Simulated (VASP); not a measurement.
# Al5GaP6 in VASP: a series of runs

The runs below take Al5GaP6 through single point, with PBE.

All numbers are computed with VASP 6.6.1; they aren't measurements. Logs are shortened: lines on timing, memory, paths and dates and some standing lists are left out, and cuts for length are marked.

### Step 1. The cell of the first run

Symmetry: P-4m2, No. 115, tetragonal system. Conventional cell: a = 3.894 Å, b = 3.894 Å, c = 16.518 Å, α = 90.00°, β = 90.00°, γ = 90.00°. Al (site symmetry 2mm) has 4 P at 2.38 Å within 3.1 Å. Within 3.2 Å of Al (site symmetry 2mm) lie 4 P at 2.38 Å. Al (site symmetry -4m2) has 4 P at 2.38 Å within 3.2 Å. Within 3.2 Å of Ga (site symmetry -4m2) lie 4 P at 2.39 Å. Within 3.1 Å of P (site symmetry 2mm) lie 4 Al at 2.38 Å. Within 3.2 Å of P (site symmetry 2mm) lie 4 Al at 2.38 Å. Within 3.1 Å of P (site symmetry 2mm) lie 2 Al at 2.38 Å and 2 Ga at 2.39 Å.

### Step 2. Single point, PBE

The input, INCAR:

```
SYSTEM = Al5GaP6
PREC = Accurate
ENCUT = 520
EDIFF = 1E-6
ISMEAR = 0
SIGMA = 0.02
LREAL = .False.
LASPH = .True.
NELM = 100
ALGO = Normal
ISIF = 2
LWAVE = .False.
LCHARG = .False.
GGA = PE
NBANDS = 41
```

The input, KPOINTS:

```
Automatic mesh
0
Gamma
  8 8 2
  0 0 0
```

The input, POSCAR:

```
Al5GaP6
1.0
    3.8944831000      0.0000000000      0.0000000000
    0.0000000000      3.8944831000      0.0000000000
    0.0000000000      0.0000000000     16.5181986000
Al Ga P
5 1 6
Direct
    0.5000000000      0.5000000000      0.8333510000
    0.0000000000      0.0000000000      0.6666940000
    0.5000000000      0.5000000000      0.5000000000
    0.0000000000      0.0000000000      0.3333060000
    0.5000000000      0.5000000000      0.1666490000
    0.0000000000      0.0000000000      0.0000000000
    0.5000000000      0.0000000000      0.7500440000
    0.0000000000      0.5000000000      0.5833440000
    0.5000000000      0.0000000000      0.4166560000
    0.0000000000      0.5000000000      0.2499560000
    0.5000000000      0.0000000000      0.0836920000
    0.0000000000      0.5000000000      0.9163080000
```

Potentials or basis: VASP PAW PBE potentials, release 64 (Al, Ga_d, P).

Run with:

```bash
> cat potpaw_PBE.64/Al/POTCAR potpaw_PBE.64/Ga_d/POTCAR potpaw_PBE.64/P/POTCAR > POTCAR
> mpirun -np 1 vasp_std > vasp.out
```

OUTCAR:

```text
SYSTEM = Al5GaP6
   PREC = Accurate
   ENCUT = 520
   EDIFF = 1E-6
   ISMEAR = 0
   LREAL = .False.
   LASPH = .True.
   NELM = 100
   ISIF = 2
   GGA = PE

 ion  position               nearest neighbor table
   1  0.500  0.500  0.833-  12 2.38  12 2.38   7 2.38   7 2.38
   2  0.000  0.000  0.667-   7 2.38   8 2.38   8 2.38   7 2.38
   3  0.500  0.500  0.500-   8 2.38   9 2.38   9 2.38   8 2.38
   4  0.000  0.000  0.333-   9 2.38  10 2.38  10 2.38   9 2.38
   5  0.500  0.500  0.167-  11 2.38  11 2.38  10 2.38  10 2.38
   6  0.000  0.000  0.000-  11 2.39  12 2.39  12 2.39  11 2.39
   7  0.500  0.000  0.750-   1 2.38   1 2.38   2 2.38   2 2.38
   8  0.000  0.500  0.583-   3 2.38   3 2.38   2 2.38   2 2.38
   9  0.500  0.000  0.417-   3 2.38   3 2.38   4 2.38   4 2.38
  10  0.000  0.500  0.250-   5 2.38   5 2.38   4 2.38   4 2.38
  11  0.500  0.000  0.084-   5 2.38   5 2.38   6 2.39   6 2.39
  12  0.000  0.500  0.916-   1 2.38   1 2.38   6 2.39   6 2.39

  LATTYP: Found a simple tetragonal cell.
 ALAT       =     3.8944831000
 C/A-ratio  =     4.2414354295

  Lattice vectors:

 A1 = (   3.8944831000,   0.0000000000,   0.0000000000)
 A2 = (   0.0000000000,   3.8944831000,   0.0000000000)
 A3 = (   0.0000000000,   0.0000000000,  16.5181986000)

Analysis of symmetry for initial positions (statically):
=====================================================================
 Subroutine PRICEL returns:
 Original cell was already a primitive cell.

 Routine SETGRP: Setting up the symmetry group for a
 simple tetragonal supercell.

 Subroutine GETGRP returns: Found  8 space group operations
 (whereof  8 operations were pure point group operations)
 out of a pool of 16 trial point group operations.

The static configuration has the point symmetry D_2d.

Analysis of symmetry for dynamics (positions and initial velocities):
=====================================================================
 Subroutine PRICEL returns:
 Original cell was already a primitive cell.

 Routine SETGRP: Setting up the symmetry group for a
 simple tetragonal supercell.

 Subroutine GETGRP returns: Found  8 space group operations
 (whereof  8 operations were pure point group operations)
 out of a pool of 16 trial point group operations.

The dynamic configuration has the point symmetry D_2d.

 Subroutine INISYM returns: Found  8 space group operations
 (whereof  8 operations are pure point group operations),
 and found     1 'primitive' translations

----------------------------------------------------------------------------------------

                                     Primitive cell

  volume of cell :     250.5315

  direct lattice vectors                    reciprocal lattice vectors
     3.894483100  0.000000000  0.000000000     0.256773486  0.000000000  0.000000000
     0.000000000  3.894483100  0.000000000     0.000000000  0.256773486  0.000000000
     0.000000000  0.000000000 16.518198600     0.000000000  0.000000000  0.060539289

  length of vectors
     3.894483100  3.894483100 16.518198600     0.256773486  0.256773486  0.060539289

  position of ions in fractional coordinates (direct lattice)
     0.500000000  0.500000000  0.833351000
     0.000000000  0.000000000  0.666694000
     0.500000000  0.500000000  0.500000000
     0.000000000  0.000000000  0.333306000
     0.500000000  0.500000000  0.166649000
     0.000000000  0.000000000  0.000000000
     0.500000000  0.000000000  0.750044000
     0.000000000  0.500000000  0.583344000
     0.500000000  0.000000000  0.416656000
     0.000000000  0.500000000  0.249956000
     0.500000000  0.000000000  0.083692000
     0.000000000  0.500000000  0.916308000

  ion indices of the primitive-cell ions
   primitive index   ion index
                 1           1
                 2           2
                 3           3
                 4           4
                 5           5
                 6           6
                 7           7
                 8           8
                 9           9
                10          10
                11          11
                12          12

----------------------------------------------------------------------------------------

 KPOINTS: Automatic mesh

Automatic generation of k-mesh.
 Grid dimensions read from file:
 generate k-points for:    8    8    2

 Generating k-lattice:

  Cartesian coordinates                     Fractional coordinates (reciprocal lattice)
     0.032096686  0.000000000  0.000000000     0.125000000  0.000000000  0.000000000
     0.000000000  0.032096686  0.000000000     0.000000000  0.125000000  0.000000000
     0.000000000  0.000000000  0.030269645     0.000000000  0.000000000  0.500000000

  Length of vectors
     0.032096686  0.032096686  0.030269645

  Shift w.r.t. Gamma in fractional coordinates (k-lattice)
     0.000000000  0.000000000  0.000000000

 Subroutine IBZKPT returns following result:
 ===========================================

 Found     30 irreducible k-points:

 Following reciprocal coordinates:
            Coordinates               Weight
  0.000000  0.000000  0.000000      1.000000
  0.125000  0.000000  0.000000      4.000000
  0.250000  0.000000  0.000000      4.000000
  0.375000  0.000000  0.000000      4.000000
  0.500000  0.000000  0.000000      2.000000
  0.125000  0.125000  0.000000      4.000000
[... 16 lines left out ...]
  0.375000  0.125000  0.500000      8.000000
  0.500000  0.125000  0.500000      4.000000
 [... further k-points ...]
   k-points           NKPTS =     30   k-points in BZ     NKDIM =     30   number of bands    NBANDS=     41
   number of dos      NEDOS =    301   number of ions     NIONS =     12
   total plane-waves  NPLWV = 113400
   dimension x,y,z NGX =    30 NGY =   30 NGZ =  126
   dimension x,y,z NGXF=    60 NGYF=   60 NGZF=  252
   ions per type =               5   1   6
   NGX,Y,Z   is equivalent  to a cutoff of  12.81, 12.81, 12.68 a.u.
   NGXF,Y,Z  is equivalent  to a cutoff of  25.61, 25.61, 25.36 a.u.
 SYSTEM =  Al5GaP6
   PREC   = accura    normal or accurate (medium, high low for compatibility)
   ISTART =      0    job   : 0-new  1-cont  2-samecut
   ICHARG =      2    charge: 1-file 2-atom 10-const
   ISPIN  =      1    spin polarized calculation?
   LNONCOLLINEAR =      F non collinear calculations
   LSORBIT =      F    spin-orbit coupling
   LASPH  =      T    aspherical Exc in radial PAW
   ENCUT  =  520.0 eV  38.22 Ry    6.18 a.u.   7.24  7.24 30.71*2*pi/ulx,y,z
   NELM   =    100;   NELMIN=  2; NELMDL= -5     # of ELM steps
   EDIFF  = 0.1E-05   stopping-criterion for ELM
   LREAL  =      F    real-space projection
   EDIFFG = 0.1E-04   stopping-criterion for IOM
   NSW    =      0    number of steps for IOM
   IBRION =     -1    ionic relax: 0-MD 1-quasi-New 2-CG
   NFREE  =      0    steps in history (QN), initial steepest desc. (CG)
   ISIF   =      2    stress and relaxation
   ISYM   =      2    0-nonsym 1-usesym 2-fastsym
   POTIM  = 0.5000    time-step for ionic-motion
   TEBEG  =    0.0;   TEEND  =   0.0 temperature during run
   PSTRESS=    0.0 pullay stress
   NELECT =      58.0000    total number of electrons
   NUPDOWN=      -1.0000    fix difference up-down
   EMIN   =  10.00;   EMAX   =-10.00  energy-range for DOS
   EFERMI =   0.00;   METHOD = LEGACY
   ISMEAR =     0;   SIGMA  =   0.02  broadening in eV -4-tet -1-fermi 0-gaus
   EFERMI_NEDOS =   21; number of points for ismear=-14 and -15
   IALGO  =     38    algorithm
   IMIX   =      4    mixing-type and parameters
     AMIX     =   0.40;   BMIX     =  1.00
     AMIX_MAG =   1.60;   BMIX_MAG =  1.00
  volume/ion in A,a.u.               =      20.88       140.89
  Fermi-wavevector in a.u.,A,eV,Ry     =   1.005225  1.899600 13.748385  1.010478
  Thomas-Fermi vector in A             =   2.137891
   LORBIT       =      0    0 simple, 1 ext, 2 COOP (PROOUT), +10 PAW based schemes
   GGA     = PE    functional components
   LHFCALC =     F    Hartree Fock is set to
   AEXX    =    0.0000 exact exchange contribution
   IVDW    =     0    specifies the selected vdW correction
   LEPSILON=     F    determine dielectric tensor
   LRPA    =     F    only Hartree local field effects (RPA)
 non-spin polarized calculation
 Gauss-broadening in eV      SIGMA  =   0.02
  energy-cutoff  :      520.00
  volume of cell :      250.53
 maximum number of plane-waves:      6820
 NGX is ok and might be reduce to    30
   NGX = 15   NGY = 15   NGZ = 61

 number of electron      58.0000002 magnetization

 Free energy of the ion-electron system (eV)
  ---------------------------------------------------
  ext. energy  EPLUGINS =         0.00000000
  ---------------------------------------------------
  free energy    TOTEN  =       -61.00149438 eV

  energy without entropy =      -61.00149438  energy(sigma->0) =      -61.00149438

 E-fermi :   4.5001     XC(G=0):  -9.2067

 val. band max:        4.3557470661   @ k =   0.0000   0.0000   0.0000
 cond. band min:       5.9759490383   @ k =   0.5000   0.5000   0.0000
 fundamental gap:      1.6202019722
 Fermi energy:         4.5001473949

 k-point     1 :       0.0000    0.0000    0.0000
  band No.  band energies     occupation
      1      -9.8510      2.00000
      2      -9.7698      2.00000
      3      -9.7698      2.00000
      4      -9.7237      2.00000
      5      -9.6982      2.00000
      6      -7.1978      2.00000
[... 33 lines left out ...]
     40       8.7610      0.00000
     41       8.7898      0.00000

 k-point     2 :       0.1250    0.0000    0.0000
  band No.  band energies     occupation
      1      -9.8469      2.00000
      2      -9.7760      2.00000
      3      -9.7695      2.00000
      4      -9.7217      2.00000
      5      -9.6998      2.00000
      6      -7.0809      2.00000
[... 957 lines left out ...]
     40       9.2093      0.00000
     41       9.2755      0.00000

 k-point    24 :       0.5000    0.1250    0.5000
  band No.  band energies     occupation
      1      -9.8301      2.00000
      2      -9.8037      2.00000
      3      -9.7668      2.00000
      4      -9.7121      2.00000
      5      -9.7075      2.00000
      6      -5.6152      2.00000
[... 33 lines left out ...]
     40       9.0177      0.00000
     41       9.0898      0.00000

 [... further k-points ...]
[... 5 lines left out ...]
  --------------------------------------------------------------------------------------
  -------------------------------------------------------------------------------------
  Total       -0.0669865     -0.0669865     -0.1042701      0.0000000      0.0000000      0.0000000
  in kB       -0.4283863     -0.4283863     -0.6668190      0.0000000      0.0000000      0.0000000
  external PRESSURE =      -0.5078639 kB  Pullay stress =       0.0000000 kB

 VOLUME and BASIS-vectors are now :
 -----------------------------------------------------------------------------
  energy-cutoff  :      520.00
  volume of cell :      250.53
      direct lattice vectors                 reciprocal lattice vectors
     3.894483100  0.000000000  0.000000000     0.256773486  0.000000000  0.000000000
     0.000000000  3.894483100  0.000000000     0.000000000  0.256773486  0.000000000
     0.000000000  0.000000000 16.518198600     0.000000000  0.000000000  0.060539289

 POSITION                                       TOTAL-FORCE (eV/Angst)
 -----------------------------------------------------------------------------------
      1.94724      1.94724     13.76546        -0.000000      0.000000     -0.000474
      0.00000      0.00000     11.01258        -0.000000     -0.000000     -0.000024
      1.94724      1.94724      8.25910        -0.000000      0.000000      0.000000
      0.00000      0.00000      5.50561         0.000000      0.000000      0.000024
      1.94724      1.94724      2.75274        -0.000000     -0.000000      0.000474
      0.00000      0.00000      0.00000        -0.000000     -0.000000      0.000000
      1.94724      0.00000     12.38938        -0.000000     -0.000000     -0.000411
      0.00000      1.94724      9.63579         0.000000     -0.000000      0.000110
      1.94724      0.00000      6.88241        -0.000000     -0.000000     -0.000110
      0.00000      1.94724      4.12882        -0.000000     -0.000000      0.000411
      1.94724      0.00000      1.38244        -0.000000     -0.000000      0.005055
      0.00000      1.94724     15.13576        -0.000000     -0.000000     -0.005055
 -----------------------------------------------------------------------------------
    total drift:                                0.000000     -0.000000     -0.000000

  FREE ENERGIE OF THE ION-ELECTRON SYSTEM (eV)
  ---------------------------------------------------
  free  energy   TOTEN  =       -61.0014943833 eV

  energy  without entropy=      -61.0014943833  energy(sigma->0) =      -61.00149438
```

Run time: 2.8 min. Hardware: 1 thread of Intel Xeon 6975P-C (Granite Rapids), shared host; peak memory 0.46 GiB.

What came out:

- Free energy: -61.0015 eV
- Pressure: -0.1 GPa
- Largest force: 0.005 eV/Å
- Band gap on the k mesh: 1.62 eV, indirect (the least direct gap lies 2.4 meV higher)

Forces on the atoms (eV/Å):
```
Al   0.000  0.000  0.000
Al   0.000  0.000  0.000
Al   0.000  0.000  0.000
Al   0.000  0.000  0.000
Al   0.000  0.000  0.000
Ga   0.000  0.000  0.000
P    0.000  0.000  0.000
P    0.000  0.000  0.000
P    0.000  0.000  0.000
P    0.000  0.000  0.000
P    0.000  0.000  0.005
P    0.000  0.000 -0.005
```

Levels at points of the mesh, in eV from the valence-band top:
| k point | band 25 | band 26 | band 27 | band 28 | band 29 | band 30 | band 31 | band 32 | band 33 | band 34 |
| --- | --- | --- | --- | --- | --- | --- | --- | --- | --- | --- |
| (0.00, 0.00, 0.00) | -0.73 | -0.73 | -0.02 | 0.00 | 0.00 | 1.62 | 2.01 | 2.27 | 2.33 | 2.78 |
| (0.50, 0.00, 0.00) | -0.90 | -0.86 | -0.86 | -0.84 | -0.75 | 2.55 | 3.07 | 3.07 | 3.16 | 3.64 |
| (0.50, 0.50, 0.00) | -2.67 | -2.15 | -2.15 | -2.15 | -2.14 | 1.62 | 1.62 | 2.16 | 2.51 | 3.23 |
| (0.00, 0.00, 0.50) | -0.55 | -0.32 | -0.32 | -0.17 | -0.17 | 1.67 | 1.87 | 2.37 | 2.57 | 2.73 |
| (0.50, 0.00, 0.50) | -0.87 | -0.83 | -0.83 | -0.80 | -0.74 | 2.27 | 2.68 | 3.43 | 3.60 | 3.60 |
| (0.50, 0.50, 0.50) | -2.38 | -2.37 | -2.37 | -2.34 | -2.34 | 2.04 | 2.04 | 2.22 | 2.22 | 2.55 |

A k mesh can miss the band edges. As with any semilocal functional, this PBE gap is likely too small.

(Continued in part 2 of 2.)
